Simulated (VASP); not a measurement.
A run of VASP 6.6.1 is set up as follows.

The input INCAR:

```
PREC = Accurate ; ENCUT = 500
EDIFF = 1E-6 ; ISMEAR = -1
SIGMA = 0.1 ; LREAL = False
LASPH = True ; NELM = 120
ALGO = Normal ; ISIF = 2
LWAVE = False ; LCHARG = True
GGA = PS ; LELF = True
LVHAR = True ; NBANDS = 14
GGA_COMPAT = False
```

The input KPOINTS:

```
regular mesh
0
Gamma
  15 15 8
```

File POSCAR:

```
Na
1.0
    2.9653988273      0.0000000000      0.0000000000
   -1.4826994136      2.5681107168      0.0000000000
    0.0000000000      0.0000000000      4.8348414050
Na
2
Direct
    0.3333333333      0.6666666667      0.2500000000
    0.6666666667      0.3333333333      0.7500000000
```

Potentials or basis: VASP PAW PBE potentials, release 64 (Na_pv).

Launch:

```sh
$ cat potpaw_PBE.64/Na_pv/POTCAR > POTCAR
$ mpirun -np 1 vasp_std > vasp.out
```

(1) Predict the band gap on the k mesh.

(2) What does it give for the pressure?

Answers

(1) zero (bands 7 and 8 overlap by 6.31 eV).

(2) 19.1 GPa.

Caveat: the cell stands under pressure; the PAW data sets were made with another functional, which shifts forces and pressure a little.
